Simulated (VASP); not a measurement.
Crystal: GaN.

```
Ga N
1.0
     3.17717    0.00000    0.00000
    -1.58858    2.75151    0.00000
     0.00000    0.00000    5.17522
Ga N
2 2
Direct
  0.33333 0.66667 0.99917
  0.66667 0.33333 0.49917
  0.33333 0.66667 0.37583
  0.66667 0.33333 0.87583
```

Base run:

| Quantity | Value |
| --- | --- |
| Program | VASP 6.6.1 |
| Functional | revPBE |
| Dispersion | D3(BJ) |
| Potentials or basis | VASP PAW PBE potentials, release 64 (Ga_d, N) |
| Cutoff | 520 eV |
| k mesh | 8 × 8 × 6 |
| Occupations | gaussian, width 0.05 eV |
| Spin | no spin polarisation |

Its results: band gap on the k mesh 2.02 eV, direct; pressure 2.6 GPa; largest force 0.004 eV/Å.

The run is repeated on the same cell with these changes: functional from revPBE to RPBE; dispersion from D3(BJ) to D4. What comes out?

Band gap on the k mesh 2.04 eV, direct; pressure -1.4 GPa; largest force 0.011 eV/Å.

Several settings changed at once, so the effect can't be laid on one alone.

Caveats: the PAW data sets were made with another functional, which shifts forces and pressure a little.

